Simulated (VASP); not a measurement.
# Rb (Fmmm) in VASP: notebook

Runs on Rb. Level: LDA. Tasks: single point.

Program: VASP 6.6.1. These are calculated values, not measurements. Logs are shortened: lines on timing, memory, paths and dates and some standing lists are left out, and cuts for length are marked.

## 1. The cell of the first run

Symmetry: Fmmm, No. 69, orthorhombic system. Conventional cell: a = 5.388 Å, b = 7.753 Å, c = 8.020 Å, α = 90.00°, β = 90.00°, γ = 90.00°.

## 2. Single point, LDA

INCAR

```
  PREC = Accurate
  ENCUT = 520
  EDIFF = 1E-6
  ISMEAR = 0
  SIGMA = 0.15
  LREAL = F
  LASPH = T
  NELM = 100
  ALGO = Fast
  ISIF = 2
  LWAVE = F
  LCHARG = F
  NBANDS = 10
```

KPOINTS

```
Automatic mesh
0
Gamma
  12 12 12
```

POSCAR

```
Rb
1.0
   -2.8354840223      2.8354840223      2.6940465770
    2.8354840223     -2.8354840223      2.6940465770
    2.7411923921      2.7411923921     -2.6940465770
Rb
1
Direct
    0.0000000000      0.0000000000      0.0000000000
```

Potentials or basis: VASP PAW LDA potentials, release 64 (Rb_sv).

The run is started by

```console
> cat potpaw_LDA.64/Rb_sv/POTCAR > POTCAR
> mpirun -np 1 vasp_std > vasp.out
```

OUTCAR:

```text
PREC = Accurate
   ENCUT = 520
   EDIFF = 1E-6
   ISMEAR = 0
   LREAL = F
   LASPH = T
   NELM = 100
   ISIF = 2

 ion  position               nearest neighbor table
   1  0.000  0.000  0.000-

  LATTYP: Found a face centered orthorhombic cell.
 ALAT       =     5.3880931540
 B/A-ratio  =     1.4389622997
 C/A-ratio  =     1.4884597744

  Lattice vectors:

 A1 = (  -0.0942916302,   5.5766764144,   0.0000000000)
 A2 = (  -2.8354840223,   2.8354840223,   2.6940465770)
 A3 = (   2.7411923921,   2.7411923921,   2.6940465770)

Analysis of symmetry for initial positions (statically):
=====================================================================
 Subroutine PRICEL returns:
 Original cell was already a primitive cell.

 Routine SETGRP: Setting up the symmetry group for a
 face centered orthorhombic supercell.

 Subroutine GETGRP returns: Found  8 space group operations
 (whereof  8 operations were pure point group operations)
 out of a pool of  8 trial point group operations.

The static configuration has the point symmetry D_2h.

Analysis of symmetry for dynamics (positions and initial velocities):
=====================================================================
 Subroutine PRICEL returns:
 Original cell was already a primitive cell.

 Routine SETGRP: Setting up the symmetry group for a
 face centered orthorhombic supercell.

 Subroutine GETGRP returns: Found  8 space group operations
 (whereof  8 operations were pure point group operations)
 out of a pool of  8 trial point group operations.

The dynamic configuration has the point symmetry D_2h.

 Subroutine INISYM returns: Found  8 space group operations
 (whereof  8 operations are pure point group operations),
 and found     1 'primitive' translations

----------------------------------------------------------------------------------------

                                     Primitive cell

  volume of cell :      83.7591

  direct lattice vectors                    reciprocal lattice vectors
    -2.835484022  2.835484022  2.694046577     0.003032819  0.179369555  0.185594416
     2.835484022 -2.835484022  2.694046577     0.179369555  0.003032819  0.185594416
     2.741192392  2.741192392 -2.694046577     0.182402374  0.182402374  0.000000000

  length of vectors
     4.830923953  4.830923953  4.720821795     0.258123851  0.258123851  0.257955911

  position of ions in fractional coordinates (direct lattice)
     0.000000000  0.000000000  0.000000000

  ion indices of the primitive-cell ions
   primitive index   ion index
                 1           1

----------------------------------------------------------------------------------------

 KPOINTS: Automatic mesh

Automatic generation of k-mesh.
 Grid dimensions read from file:
 generate k-points for:   12   12   12

 Generating k-lattice:

  Cartesian coordinates                     Fractional coordinates (reciprocal lattice)
     0.000252735  0.014947463  0.015466201     0.083333333  0.000000000 -0.000000000
     0.014947463  0.000252735  0.015466201     0.000000000  0.083333333 -0.000000000
     0.015200198  0.015200198  0.000000000     0.000000000  0.000000000  0.083333333

  Length of vectors
     0.021510321  0.021510321  0.021496326

  Shift w.r.t. Gamma in fractional coordinates (k-lattice)
     0.000000000  0.000000000  0.000000000

 Subroutine IBZKPT returns following result:
 ===========================================

 Found    280 irreducible k-points:

 Following reciprocal coordinates:
            Coordinates               Weight
  0.000000  0.000000  0.000000      1.000000
  0.083333 -0.000000  0.000000      8.000000
  0.166667 -0.000000  0.000000      8.000000
  0.250000 -0.000000  0.000000      8.000000
  0.333333 -0.000000  0.000000      8.000000
  0.416667 -0.000000 -0.000000      8.000000
[... 16 lines left out ...]
  0.500000  0.166667  0.000000      8.000000
 -0.416667  0.166667 -0.000000      8.000000
 [... further k-points ...]
   k-points           NKPTS =    280   k-points in BZ     NKDIM =    280   number of bands    NBANDS=     10
   number of dos      NEDOS =    301   number of ions     NIONS =      1
   total plane-waves  NPLWV =  46656
   dimension x,y,z NGX =    36 NGY =   36 NGZ =   36
   dimension x,y,z NGXF=    72 NGYF=   72 NGZF=   72
   ions per type =               1
   NGX,Y,Z   is equivalent  to a cutoff of  12.39, 12.39, 12.68 a.u.
   NGXF,Y,Z  is equivalent  to a cutoff of  24.78, 24.78, 25.36 a.u.
 SYSTEM =  unknown system
   PREC   = accura    normal or accurate (medium, high low for compatibility)
   ISTART =      0    job   : 0-new  1-cont  2-samecut
   ICHARG =      2    charge: 1-file 2-atom 10-const
   ISPIN  =      1    spin polarized calculation?
   LNONCOLLINEAR =      F non collinear calculations
   LSORBIT =      F    spin-orbit coupling
   LASPH  =      T    aspherical Exc in radial PAW
   ENCUT  =  520.0 eV  38.22 Ry    6.18 a.u.   8.98  8.98  8.78*2*pi/ulx,y,z
   NELM   =    100;   NELMIN=  2; NELMDL= -5     # of ELM steps
   EDIFF  = 0.1E-05   stopping-criterion for ELM
   LREAL  =      F    real-space projection
   EDIFFG = 0.1E-04   stopping-criterion for IOM
   NSW    =      0    number of steps for IOM
   IBRION =     -1    ionic relax: 0-MD 1-quasi-New 2-CG
   NFREE  =      0    steps in history (QN), initial steepest desc. (CG)
   ISIF   =      2    stress and relaxation
   ISYM   =      2    0-nonsym 1-usesym 2-fastsym
   POTIM  = 0.5000    time-step for ionic-motion
   TEBEG  =    0.0;   TEEND  =   0.0 temperature during run
   PSTRESS=    0.0 pullay stress
   NELECT =       9.0000    total number of electrons
   NUPDOWN=      -1.0000    fix difference up-down
   EMIN   =  10.00;   EMAX   =-10.00  energy-range for DOS
   EFERMI =   0.00;   METHOD = LEGACY
   ISMEAR =     0;   SIGMA  =   0.15  broadening in eV -4-tet -1-fermi 0-gaus
   EFERMI_NEDOS =   21; number of points for ismear=-14 and -15
   IALGO  =     68    algorithm
   IMIX   =      4    mixing-type and parameters
     AMIX     =   0.40;   BMIX     =  1.00
     AMIX_MAG =   1.60;   BMIX_MAG =  1.00
  volume/ion in A,a.u.               =      83.76       565.23
  Fermi-wavevector in a.u.,A,eV,Ry     =   0.778296  1.470767  8.241667  0.605745
  Thomas-Fermi vector in A             =   1.881163
   LORBIT       =      0    0 simple, 1 ext, 2 COOP (PROOUT), +10 PAW based schemes
   GGA     = CA    functional components
   LHFCALC =     F    Hartree Fock is set to
   AEXX    =    0.0000 exact exchange contribution
   IVDW    =     0    specifies the selected vdW correction
   LEPSILON=     F    determine dielectric tensor
   LRPA    =     F    only Hartree local field effects (RPA)
 non-spin polarized calculation
 RMM-DIIS sequential band-by-band and
 Gauss-broadening in eV      SIGMA  =   0.15
  energy-cutoff  :      520.00
  volume of cell :       83.76
 maximum number of plane-waves:      2278
   NGX = 17   NGY = 17   NGZ = 17

 number of electron       9.0000000 magnetization

 Free energy of the ion-electron system (eV)
  ---------------------------------------------------
  ext. energy  EPLUGINS =         0.00000000
  ---------------------------------------------------
  free energy    TOTEN  =        -1.05893455 eV

  energy without entropy =       -1.04775646  energy(sigma->0) =       -1.05334550

 E-fermi :  -0.0287     XC(G=0):  -5.8929

 val. band max:       -0.0347958890   @ k =   0.3333   0.0833   0.0833
 cond. band min:      -0.0285993679   @ k =   0.5000   0.1667   0.0000
 fundamental gap:      0.0061965212
 Fermi energy:        -0.0286748992

 k-point     1 :       0.0000    0.0000    0.0000
  band No.  band energies     occupation
      1     -28.7771      2.00000
      2     -12.8710      2.00000
      3     -12.8672      2.00000
      4     -12.8642      2.00000
      5      -2.1197      2.00000
      6       3.4880      0.00000
      7       3.6108      0.00000
      8       3.7788      0.00000
      9       4.5578      0.00000
     10       4.7949      0.00000

 k-point     2 :       0.0833   -0.0000    0.0000
  band No.  band energies     occupation
      1     -28.7766      2.00000
      2     -12.8771      2.00000
      3     -12.8716      2.00000
      4     -12.8661      2.00000
      5      -2.0292      2.00000
      6       3.4328      0.00000
      7       3.5427      0.00000
      8       3.7420      0.00000
      9       4.4815      0.00000
     10       4.6628      0.00000

 k-point     3 :       0.1667   -0.0000    0.0000
  band No.  band energies     occupation
      1     -28.7754      2.00000
      2     -12.9013      2.00000
      3     -12.8795      2.00000
      4     -12.8672      2.00000
      5      -1.7643      2.00000
      6       3.1135      0.00000
      7       3.1917      0.00000
      8       3.9303      0.00000
      9       4.4328      0.00000
     10       4.5811      0.00000

 k-point     4 :       0.2500   -0.0000    0.0000
  band No.  band energies     occupation
      1     -28.7737      2.00000
      2     -12.9347      2.00000
      3     -12.8902      2.00000
      4     -12.8679      2.00000
      5      -1.3453      2.00000
      6       2.4970      0.00000
      7       2.9026      0.00000
      8       4.3111      0.00000
      9       4.5330      0.00000
     10       4.6040      0.00000
[... 222 lines left out ...]
 k-point    22 :       0.4167    0.1667    0.0000
  band No.  band energies     occupation
      1     -28.7702      2.00000
      2     -12.9887      2.00000
      3     -12.9230      2.00000
      4     -12.8766      2.00000
      5       0.4503      0.00001
      6       0.9640      0.00000
      7       2.0984      0.00000
      8       4.0570      0.00000
      9       5.1757      0.00000
     10       5.2573      0.00000

 k-point    23 :       0.5000    0.1667    0.0000
  band No.  band energies     occupation
      1     -28.7707      2.00000
      2     -12.9791      2.00000
      3     -12.9205      2.00000
      4     -12.8760      2.00000
      5      -0.0286      0.99943
      6       1.4060      0.00000
      7       2.1480      0.00000
      8       4.1884      0.00000
      9       4.9069      0.00000
     10       5.3188      0.00000

 k-point    24 :      -0.4167    0.1667   -0.0000
  band No.  band energies     occupation
      1     -28.7719      2.00000
      2     -12.9622      2.00000
      3     -12.9090      2.00000
      4     -12.8746      2.00000
      5      -0.6233      2.00000
      6       1.8944      0.00000
      7       2.3420      0.00000
      8       4.4013      0.00000
      9       4.6499      0.00000
     10       5.1637      0.00000

 [... further k-points ...]

------------------------ aborting loop because EDIFF is reached ----------------------------------------

  FORCE on cell =-STRESS in cart. coord.  units (eV):
  Direction    XX          YY          ZZ          XY          YZ          ZX
  --------------------------------------------------------------------------------------
  -------------------------------------------------------------------------------------
  Total       -0.1216810     -0.1216810     -0.1184657      0.0341715      0.0000000      0.0000000
  in kB       -2.3275630     -2.3275630     -2.2660598      0.6536456      0.0000000      0.0000000
  external PRESSURE =      -2.3070619 kB  Pullay stress =       0.0000000 kB

 VOLUME and BASIS-vectors are now :
 -----------------------------------------------------------------------------
  energy-cutoff  :      520.00
  volume of cell :       83.76
      direct lattice vectors                 reciprocal lattice vectors
    -2.835484022  2.835484022  2.694046577     0.003032819  0.179369555  0.185594416
     2.835484022 -2.835484022  2.694046577     0.179369555  0.003032819  0.185594416
     2.741192392  2.741192392 -2.694046577     0.182402374  0.182402374  0.000000000

 POSITION                                       TOTAL-FORCE (eV/Angst)
 -----------------------------------------------------------------------------------
      0.00000      0.00000      0.00000         0.000000      0.000000      0.000000
 -----------------------------------------------------------------------------------
    total drift:                               -0.000000     -0.000000     -0.000000

  FREE ENERGIE OF THE ION-ELECTRON SYSTEM (eV)
  ---------------------------------------------------
  free  energy   TOTEN  =        -1.0589345507 eV

  energy  without entropy=       -1.0477564585  energy(sigma->0) =       -1.05334550
```

Wall time 3.6 min (1 thread of Oxide Virtual Turin-like, shared host); peak memory 0.3 GiB.

What came out:

* Free energy: -1.0589 eV
* Pressure: -0.2 GPa
* Band gap on the k mesh: zero (an odd number of electrons rules out a gap without spin polarisation)

Stress tensor (GPa, compression positive):
```
-0.23  0.07  0.00
 0.07 -0.23  0.00
 0.00  0.00 -0.23
```

(Part 1 of 2 ends here.)

The gap in the log of VASP goes by the Fermi energy; the results here count the filled bands.